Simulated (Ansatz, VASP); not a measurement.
# One calculation of MgO, two programs

The input INCAR:

```
PREC = Accurate
ENCUT = 750
EDIFF = 1E-6
ISMEAR = 0
SIGMA = 0.05
LREAL = False
LASPH = True
NELM = 120
ALGO = Normal
ISIF = 2
LWAVE = False
LCHARG = False
NBANDS = 24
GGA_COMPAT = False
```

The input KPOINTS:

```
Automatic mesh
0
Gamma
  9 9 6
```

The input POSCAR:

```
MgO
1.0
    3.4010127377      0.0000000000      0.0000000000
   -1.7005063689      2.9453634294      0.0000000000
    0.0000000000      0.0000000000      4.7134523992
Mg O
2 2
Direct
    0.3333333333      0.6666666667      0.0021597400
    0.6666666667      0.3333333333      0.5021597400
    0.3333333333      0.6666666667      0.4024402600
    0.6666666667      0.3333333333      0.9024402600
```

Input for Ansatz:

```yaml
crystal:
  lattice:
    - [3.4010127377, 0.0, 0.0]
    - [-1.7005063689, 2.9453634294, 0.0]
    - [0.0, 0.0, 4.7134523992]
  atoms:
    - { symbol: Mg, position: [0.3333333333, 0.6666666667, 0.00215974] }
    - { symbol: Mg, position: [0.6666666667, 0.3333333333, 0.50215974] }
    - { symbol: O, position: [0.3333333333, 0.6666666667, 0.40244026] }
    - { symbol: O, position: [0.6666666667, 0.3333333333, 0.90244026] }
basis:
  ecutwfc: 420
kpoints:
  mp_grid: { grid: [9, 9, 6] }
hamiltonian:
  xc: lda
scf:
  occupations: { method: gaussian, width: 0.05 }
output:
  forces: true
  stress: true
  eigenvalues: true
```

Alike in both runs: task single point; functional LDA; k mesh 9 × 9 × 6; occupations gaussian, width 0.05 eV; no spin polarisation.

|  | VASP | Ansatz |
| --- | --- | --- |
| version | VASP 6.6.1 | Ansatz 0.2.0 |
| potentials or method | VASP PAW LDA potentials, release 64 (Mg_sv, O), cutoff 750 eV | scalar-relativistic, plane waves, PAW |
| valence electrons in the cell | 32 | 32 |

```tsv
	VASP	Ansatz	Ansatz less VASP
gap on the k mesh at the Fermi level (eV)	3.26	3.25	-0.008
least direct gap on the mesh (eV)	3.26	3.25	-0.008
pressure (GPa)	-4.1	-4.0	+0.02
traceless stress, the component that is largest in VASP (GPa)	11.23	11.07	-0.161
rms of the force components (eV/Å)	0.589	0.567	-0.0225
```

LDA's correlation is that of Perdew and Zunger in VASP and of Perdew and Wang (1992) in Ansatz. Atom by atom the forces differ by 0.022 eV/Å (rms over components).
